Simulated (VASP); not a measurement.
# CdTe (F-43m) in VASP: notebook

Runs on CdTe. Level: HSE06. Tasks: single point.

Program: VASP 6.6.1. These are calculated values, not measurements. Logs are shortened: lines on timing, memory, paths and dates and some standing lists are left out, and cuts for length are marked.

**1. The cell of the first run**

The structure is cubic, space group F-43m (No. 216). The conventional cell has a = 6.494 Å, b = 6.494 Å, c = 6.494 Å, α = 90.00°, β = 90.00°, γ = 90.00°. Cd (site symmetry -43m) has 4 Te at 2.81 Å within 3.7 Å. Within 3.7 Å of Te (site symmetry -43m) lie 4 Cd at 2.81 Å.

**2. Single point, HSE06 (strain -1.0%)**

File POSCAR:

```
CdTe
1.0
    0.0000000000      3.2471555650      3.2471555650
    3.2471555650      0.0000000000      3.2471555650
    3.2471555650      3.2471555650      0.0000000000
Cd Te
1 1
Direct
    0.0000000000      0.0000000000      0.0000000000
    0.2500000000      0.2500000000      0.2500000000
```

File INCAR.step1:

```
  PREC = Accurate
  ENCUT = 520
  EDIFF = 1E-5
  ISMEAR = 0
  SIGMA = 0.01
  LREAL = F
  LASPH = T
  NELM = 60
  ALGO = Normal
  ISIF = 2
  LWAVE = T
  LCHARG = F
  NBANDS = 16
  GGA = PE
```

File INCAR.step2:

```
  PREC = Accurate
  ENCUT = 520
  EDIFF = 1E-6
  ISMEAR = 0
  SIGMA = 0.01
  LREAL = F
  LASPH = T
  NELM = 60
  ALGO = Normal
  ISIF = 2
  LWAVE = F
  LCHARG = F
  GGA = PE
  LHFCALC = T
  HFSCREEN = 0.2079
  PRECFOCK = Normal
  NBANDS = 16
  ISTART = 1
```

File KPOINTS:

```
regular mesh
0
Gamma
  4 4 4
```

Potentials or basis: VASP PAW PBE potentials, release 64 (Cd, Te).

Run with:

```bash
> cat potpaw_PBE.64/Cd/POTCAR potpaw_PBE.64/Te/POTCAR > POTCAR
> cp INCAR.step1 INCAR
> mpirun -np 1 vasp_std > vasp.out
> cp INCAR.step2 INCAR
> mpirun -np 1 vasp_std > vasp.out
```

OUTCAR:

```text
PREC = Accurate
   ENCUT = 520
   EDIFF = 1E-6
   ISMEAR = 0
   LREAL = F
   LASPH = T
   NELM = 60
   ISIF = 2
   GGA = PE
   LHFCALC = T
   HFSCREEN = 0.2079
   PRECFOCK = Normal
   ISTART = 1

 ion  position               nearest neighbor table
   1  0.000  0.000  0.000-   2 2.81   2 2.81   2 2.81   2 2.81
   2  0.250  0.250  0.250-   1 2.81   1 2.81   1 2.81   1 2.81

  LATTYP: Found a face centered cubic cell.
 ALAT       =     6.4943111300

  Lattice vectors:

 A1 = (   0.0000000000,   3.2471555650,   3.2471555650)
 A2 = (   3.2471555650,   0.0000000000,   3.2471555650)
 A3 = (   3.2471555650,   3.2471555650,   0.0000000000)

Analysis of symmetry for initial positions (statically):
=====================================================================
 Subroutine PRICEL returns:
 Original cell was already a primitive cell.

 Routine SETGRP: Setting up the symmetry group for a
 face centered cubic supercell.

 Subroutine GETGRP returns: Found 24 space group operations
 (whereof 24 operations were pure point group operations)
 out of a pool of 48 trial point group operations.

The static configuration has the point symmetry T_d .

Analysis of symmetry for dynamics (positions and initial velocities):
=====================================================================
 Subroutine PRICEL returns:
 Original cell was already a primitive cell.

 Routine SETGRP: Setting up the symmetry group for a
 face centered cubic supercell.

 Subroutine GETGRP returns: Found 24 space group operations
 (whereof 24 operations were pure point group operations)
 out of a pool of 48 trial point group operations.

The dynamic configuration has the point symmetry T_d .

 Subroutine INISYM returns: Found 24 space group operations
 (whereof 24 operations are pure point group operations),
 and found     1 'primitive' translations

----------------------------------------------------------------------------------------

                                     Primitive cell

  volume of cell :      68.4761

  direct lattice vectors                    reciprocal lattice vectors
[... 72 lines left out ...]
   EDIFFG = 0.1E-04   stopping-criterion for IOM
   NSW    =      0    number of steps for IOM
   IBRION =     -1    ionic relax: 0-MD 1-quasi-New 2-CG
   NFREE  =      0    steps in history (QN), initial steepest desc. (CG)
   ISIF   =      2    stress and relaxation
   ISYM   =      3    0-nonsym 1-usesym 2-fastsym
   POTIM  = 0.5000    time-step for ionic-motion
   TEBEG  =    0.0;   TEEND  =   0.0 temperature during run
   PSTRESS=    0.0 pullay stress
   NELECT =      18.0000    total number of electrons
   NUPDOWN=      -1.0000    fix difference up-down
   EMIN   =  10.00;   EMAX   =-10.00  energy-range for DOS
   EFERMI =   0.00;   METHOD = LEGACY
   ISMEAR =     0;   SIGMA  =   0.01  broadening in eV -4-tet -1-fermi 0-gaus
   EFERMI_NEDOS =   21; number of points for ismear=-14 and -15
   IALGO  =     38    algorithm
   IMIX   =      1    mixing-type and parameters
     AMIX     =   0.40;   BMIX     =  1.00
     AMIX_MAG =   1.60;   BMIX_MAG =  1.00
  volume/ion in A,a.u.               =      34.24       231.05
  Fermi-wavevector in a.u.,A,eV,Ry     =   1.048703  1.981762 14.963392  1.099778
  Thomas-Fermi vector in A             =   2.183636
   LORBIT       =      0    0 simple, 1 ext, 2 COOP (PROOUT), +10 PAW based schemes
   GGA     = PE    functional components
   LHFCALC =     T    Hartree Fock is set to
   PRECFOCK=normal    Normal, Fast or Accurate (Low or Medium for compatibility)
   ENCUT4O =  -1.0   cutoff for four orbital integrals eV
   NKREDX  =     1    reduce k-point grid by
   NKREDY  =     1    reduce k-point grid by
   NKREDZ  =     1    reduce k-point grid by
   AEXX    =    0.2500 exact exchange contribution
   HFSCREEN=    0.2079 screening length (either q_TF or 0.3 A-1)
   HFSCREENC=   0.2079 screening length for correlation (either q_TF or 0.3 A-1)
   ENCUTFOCK=  -1.0 apply spherical cutoff to Coloumb kernel
   IVDW    =     0    specifies the selected vdW correction
   LEPSILON=     F    determine dielectric tensor
   LRPA    =     F    only Hartree local field effects (RPA)
 non-spin polarized calculation
 Gauss-broadening in eV      SIGMA  =   0.01
  energy-cutoff  :      520.00
  volume of cell :       68.48
 maximum number of plane-waves:      1859
 NGX is ok and might be reduce to    36
  NGX = 28; NGY = 28; NGZ = 28

 number of electron      17.9999998 magnetization

 Free energy of the ion-electron system (eV)
  ---------------------------------------------------
  ext. energy  EPLUGINS =         0.00000000
  ---------------------------------------------------
  free energy    TOTEN  =        -5.98256633 eV

  energy without entropy =       -5.98256633  energy(sigma->0) =       -5.98256633

 E-fermi :   1.9010     XC(G=0):  -7.1372

 val. band max:        1.7929658696   @ k =   0.0000   0.0000   0.0000
 cond. band min:       3.3369407670   @ k =   0.0000   0.0000   0.0000
 fundamental gap:      1.5439748975
 Fermi energy:         1.9010478467

 k-point     1 :       0.0000    0.0000    0.0000
  band No.  band energies     occupation
      1     -10.2988      2.00000
      2      -7.7866      2.00000
      3      -7.7866      2.00000
      4      -7.7866      2.00000
      5      -7.5278      2.00000
      6      -7.5278      2.00000
[... 129 lines left out ...]
      3      -7.6588      2.00000
      4      -7.5575      2.00000
      5      -7.5268      2.00000
      6      -6.8204      2.00000
[... 8 lines left out ...]
     15      14.0410      0.00000
     16      14.1657      0.00000

------------------------ aborting loop because EDIFF is reached ----------------------------------------

  FORCE on cell =-STRESS in cart. coord.  units (eV):
  Direction    XX          YY          ZZ          XY          YZ          ZX
  --------------------------------------------------------------------------------------
  -------------------------------------------------------------------------------------
  Total        0.6521114      0.6521114      0.6521114      0.0000000      0.0000000      0.0000000
  in kB       15.2578408     15.2578408     15.2578408      0.0000000      0.0000000      0.0000000
  external PRESSURE =      15.2578408 kB  Pullay stress =       0.0000000 kB

 VOLUME and BASIS-vectors are now :
 -----------------------------------------------------------------------------
  energy-cutoff  :      520.00
  volume of cell :       68.48
      direct lattice vectors                 reciprocal lattice vectors
     0.000000000  3.247155565  3.247155565    -0.153980920  0.153980920  0.153980920
     3.247155565  0.000000000  3.247155565     0.153980920 -0.153980920  0.153980920
     3.247155565  3.247155565  0.000000000     0.153980920  0.153980920 -0.153980920

 POSITION                                       TOTAL-FORCE (eV/Angst)
 -----------------------------------------------------------------------------------
      0.00000      0.00000      0.00000        -0.000000      0.000000     -0.000000
      1.62358      1.62358      1.62358         0.000000      0.000000      0.000000
 -----------------------------------------------------------------------------------
    total drift:                               -0.000004      0.000002     -0.000002

  FREE ENERGIE OF THE ION-ELECTRON SYSTEM (eV)
  ---------------------------------------------------
  free  energy   TOTEN  =        -5.9825663323 eV

  energy  without entropy=       -5.9825663323  energy(sigma->0) =       -5.98256633
```

OUTCAR.step1:

```text
PREC = Accurate
   ENCUT = 520
   EDIFF = 1E-5
   ISMEAR = 0
   LREAL = F
   LASPH = T
[... 354 lines left out ...]
 -----------------------------------------------------------------------------------
      0.00000      0.00000      0.00000         0.000000      0.000000      0.000000
      1.62358      1.62358      1.62358        -0.000000     -0.000000     -0.000000
 -----------------------------------------------------------------------------------
    total drift:                               -0.000000     -0.000000     -0.000000

  FREE ENERGIE OF THE ION-ELECTRON SYSTEM (eV)
  ---------------------------------------------------
  free  energy   TOTEN  =        -4.7203059508 eV

  energy  without entropy=       -4.7203059508  energy(sigma->0) =       -4.72030595
```

OSZICAR.step1:

```text
N       E                     dE             d eps       ncg     rms          rms(c)
DAV:   1     0.102780567255E+03    0.10278E+03   -0.82652E+03   256   0.974E+02
DAV:   2    -0.105546042549E+01   -0.10384E+03   -0.98494E+02   304   0.233E+02
DAV:   3    -0.492548657986E+01   -0.38700E+01   -0.38656E+01   288   0.473E+01
DAV:   4    -0.496422504728E+01   -0.38738E-01   -0.38737E-01   408   0.422E+00
DAV:   5    -0.496431956456E+01   -0.94517E-04   -0.94517E-04   288   0.189E-01    0.550E+00
DAV:   6    -0.473591710189E+01    0.22840E+00   -0.38894E-01   304   0.739E+00    0.453E+00
DAV:   7    -0.471861096387E+01    0.17306E-01   -0.11793E-01   288   0.219E+00    0.175E+00
DAV:   8    -0.471976028671E+01   -0.11493E-02   -0.11506E-02   296   0.120E+00    0.507E-01
DAV:   9    -0.472017276927E+01   -0.41248E-03   -0.93905E-04   272   0.313E-01    0.120E-01
DAV:  10    -0.472025802248E+01   -0.85253E-04   -0.12554E-04   320   0.987E-02    0.548E-02
DAV:  11    -0.472030720893E+01   -0.49186E-04   -0.90970E-05   264   0.581E-02    0.364E-02
DAV:  12    -0.472030595080E+01    0.12581E-05   -0.34904E-06   256   0.150E-02
   1 F= -.47203060E+01 E0= -.47203060E+01  d E =-.784089E-17
```

Run time: 6 min. Hardware: 1 thread of AMD EPYC 9R45 (Zen 5), shared host; peak memory 0.29 GiB.

Results:

```
Free energy            : -5.9826 eV
Pressure               : 1.5 GPa
Band gap on the k mesh : 1.54 eV
```

Levels at points of the mesh, in eV from the valence-band top:
```tsv
k point	band 6	band 7	band 8	band 9	band 10	band 11	band 12	band 13
(0.00, 0.00, 0.00)	-9.32	0.00	0.00	0.00	1.54	5.47	5.47	5.47
(0.50, 0.00, 0.00)	-8.88	-4.70	-0.82	-0.82	2.61	6.05	6.05	7.98
(0.50, 0.50, 0.00)	-8.69	-4.57	-1.98	-1.98	3.28	3.47	9.95	10.34
```

Caveat: the cell differs from its parent crystal (strain -1.0%); the PAW data sets were made with another functional, which shifts forces and pressure a little; spin-orbit coupling is left out, which moves the levels of the heavy elements.

**3. Single point, HSE06 (strain +1.0%)**

File POSCAR:

```
CdTe
1.0
    0.0000000000      3.3127546673      3.3127546673
    3.3127546673      0.0000000000      3.3127546673
    3.3127546673      3.3127546673      0.0000000000
Cd Te
1 1
Direct
    0.0000000000      0.0000000000      0.0000000000
    0.2500000000      0.2500000000      0.2500000000
```

File INCAR.step1:

```
SYSTEM = CdTe
  PREC = Accurate
  ENCUT = 520
  EDIFF = 1E-5
  ISMEAR = 0
  SIGMA = 0.01
  LREAL = .False.
  LASPH = .True.
  NELM = 100
  ALGO = Normal
  ISIF = 2
  LWAVE = .True.
  LCHARG = .False.
  GGA = PE
  NBANDS = 16
```

File INCAR.step2:

```
SYSTEM = CdTe
  PREC = Accurate
  ENCUT = 520
  EDIFF = 1E-6
  ISMEAR = 0
  SIGMA = 0.01
  LREAL = .False.
  LASPH = .True.
  NELM = 100
  ALGO = Normal
  ISIF = 2
  LWAVE = .False.
  LCHARG = .False.
  GGA = PE
  LHFCALC = .True.
  HFSCREEN = 0.2079
  PRECFOCK = Normal
  ISTART = 1
  NBANDS = 16
```

File KPOINTS:

```
regular mesh
0
Gamma
  4 4 4
  0 0 0
```

Potentials or basis: VASP PAW PBE potentials, release 64 (Cd, Te).

Run with:

```bash
> cat potpaw_PBE.64/Cd/POTCAR potpaw_PBE.64/Te/POTCAR > POTCAR
> cp INCAR.step1 INCAR
> mpirun -np 1 vasp_std > vasp.out
> cp INCAR.step2 INCAR
> mpirun -np 1 vasp_std > vasp.out
```

OUTCAR:

```text
SYSTEM = CdTe
   PREC = Accurate
   ENCUT = 520
   EDIFF = 1E-6
   ISMEAR = 0
   LREAL = .False.
   LASPH = .True.
   NELM = 100
   ISIF = 2
   GGA = PE
   LHFCALC = .True.
   HFSCREEN = 0.2079
   PRECFOCK = Normal
   ISTART = 1

 ion  position               nearest neighbor table
   1  0.000  0.000  0.000-   2 2.87   2 2.87   2 2.87   2 2.87
   2  0.250  0.250  0.250-   1 2.87   1 2.87   1 2.87   1 2.87

  LATTYP: Found a face centered cubic cell.
 ALAT       =     6.6255093346

  Lattice vectors:

 A1 = (   0.0000000000,   3.3127546673,   3.3127546673)
 A2 = (   3.3127546673,   0.0000000000,   3.3127546673)
 A3 = (   3.3127546673,   3.3127546673,   0.0000000000)

Analysis of symmetry for initial positions (statically):
=====================================================================
 Subroutine PRICEL returns:
 Original cell was already a primitive cell.

 Routine SETGRP: Setting up the symmetry group for a
 face centered cubic supercell.

 Subroutine GETGRP returns: Found 24 space group operations
 (whereof 24 operations were pure point group operations)
 out of a pool of 48 trial point group operations.

The static configuration has the point symmetry T_d .

Analysis of symmetry for dynamics (positions and initial velocities):
=====================================================================
 Subroutine PRICEL returns:
 Original cell was already a primitive cell.

 Routine SETGRP: Setting up the symmetry group for a
 face centered cubic supercell.

 Subroutine GETGRP returns: Found 24 space group operations
 (whereof 24 operations were pure point group operations)
 out of a pool of 48 trial point group operations.

The dynamic configuration has the point symmetry T_d .

 Subroutine INISYM returns: Found 24 space group operations
 (whereof 24 operations are pure point group operations),
 and found     1 'primitive' translations

[... 101 lines left out ...]
   LORBIT       =      0    0 simple, 1 ext, 2 COOP (PROOUT), +10 PAW based schemes
   GGA     = PE    functional components
   LHFCALC =     T    Hartree Fock is set to
   PRECFOCK=normal    Normal, Fast or Accurate (Low or Medium for compatibility)
   ENCUT4O =  -1.0   cutoff for four orbital integrals eV
   NKREDX  =     1    reduce k-point grid by
   NKREDY  =     1    reduce k-point grid by
   NKREDZ  =     1    reduce k-point grid by
   AEXX    =    0.2500 exact exchange contribution
   HFSCREEN=    0.2079 screening length (either q_TF or 0.3 A-1)
   HFSCREENC=   0.2079 screening length for correlation (either q_TF or 0.3 A-1)
   ENCUTFOCK=  -1.0 apply spherical cutoff to Coloumb kernel
   IVDW    =     0    specifies the selected vdW correction
   LEPSILON=     F    determine dielectric tensor
   LRPA    =     F    only Hartree local field effects (RPA)
 non-spin polarized calculation
 Gauss-broadening in eV      SIGMA  =   0.01
  energy-cutoff  :      520.00
  volume of cell :       72.71
 maximum number of plane-waves:      1964
 NGX is ok and might be reduce to    36
  NGX = 28; NGY = 28; NGZ = 28

 number of electron      18.0000006 magnetization

 Free energy of the ion-electron system (eV)
  ---------------------------------------------------
  ext. energy  EPLUGINS =         0.00000000
  ---------------------------------------------------
  free energy    TOTEN  =        -5.98973979 eV

  energy without entropy =       -5.98973979  energy(sigma->0) =       -5.98973979

 E-fermi :   1.3597     XC(G=0):  -6.9312

 val. band max:        1.2784620212   @ k =   0.0000   0.0000   0.0000
 cond. band min:       2.6242041211   @ k =   0.0000   0.0000   0.0000
 fundamental gap:      1.3457421000
 Fermi energy:         1.3596666231

 k-point     1 :       0.0000    0.0000    0.0000
  band No.  band energies     occupation
      1     -10.4708      2.00000
      2      -8.1403      2.00000
      3      -8.1403      2.00000
      4      -8.1403      2.00000
      5      -7.9234      2.00000
      6      -7.9234      2.00000
[... 129 lines left out ...]
      3      -8.0325      2.00000
      4      -7.9475      2.00000
      5      -7.9213      2.00000
      6      -7.3040      2.00000
[... 8 lines left out ...]
     15      13.2438      0.00000
     16      13.4012      0.00000

------------------------ aborting loop because EDIFF is reached ----------------------------------------

  FORCE on cell =-STRESS in cart. coord.  units (eV):
  Direction    XX          YY          ZZ          XY          YZ          ZX
  --------------------------------------------------------------------------------------
  -------------------------------------------------------------------------------------
  Total       -0.4203233     -0.4203233     -0.4203233      0.0000000      0.0000000      0.0000000
  in kB       -9.2618177     -9.2618177     -9.2618177      0.0000000      0.0000000      0.0000000
  external PRESSURE =      -9.2618177 kB  Pullay stress =       0.0000000 kB

 VOLUME and BASIS-vectors are now :
 -----------------------------------------------------------------------------
  energy-cutoff  :      520.00
  volume of cell :       72.71
      direct lattice vectors                 reciprocal lattice vectors
     0.000000000  3.312754667  3.312754667    -0.150931792  0.150931792  0.150931792
     3.312754667  0.000000000  3.312754667     0.150931792 -0.150931792  0.150931792
     3.312754667  3.312754667  0.000000000     0.150931792  0.150931792 -0.150931792

 POSITION                                       TOTAL-FORCE (eV/Angst)
 -----------------------------------------------------------------------------------
      0.00000      0.00000      0.00000         0.000000      0.000000      0.000000
      1.65638      1.65638      1.65638        -0.000000     -0.000000     -0.000000
 -----------------------------------------------------------------------------------
    total drift:                                0.000002      0.000005     -0.000003

  FREE ENERGIE OF THE ION-ELECTRON SYSTEM (eV)
  ---------------------------------------------------
  free  energy   TOTEN  =        -5.9897397904 eV

  energy  without entropy=       -5.9897397904  energy(sigma->0) =       -5.98973979
```

OUTCAR.step1:

```text
SYSTEM = CdTe
   PREC = Accurate
   ENCUT = 520
   EDIFF = 1E-5
   ISMEAR = 0
   LREAL = .False.
   LASPH = .True.
[... 355 lines left out ...]
      0.00000      0.00000      0.00000        -0.000000     -0.000000     -0.000000
      1.65638      1.65638      1.65638         0.000000      0.000000      0.000000
 -----------------------------------------------------------------------------------
    total drift:                               -0.000000     -0.000000     -0.000001

  FREE ENERGIE OF THE ION-ELECTRON SYSTEM (eV)
  ---------------------------------------------------
  free  energy   TOTEN  =        -4.7556779608 eV

  energy  without entropy=       -4.7556779608  energy(sigma->0) =       -4.75567796
```

Wall time 6.4 min (1 thread of AMD EPYC 9R45 (Zen 5), shared host); peak memory 0.29 GiB.

Results:

```yaml
Free_energy: -5.9897 eV
Pressure: -0.9 GPa
Band_gap_on_the_k_mesh: 1.35 eV
```

Caveat: the cell differs from its parent crystal (strain +1.0%); the PAW data sets were made with another functional, which shifts forces and pressure a little; spin-orbit coupling is left out, which moves the levels of the heavy elements.
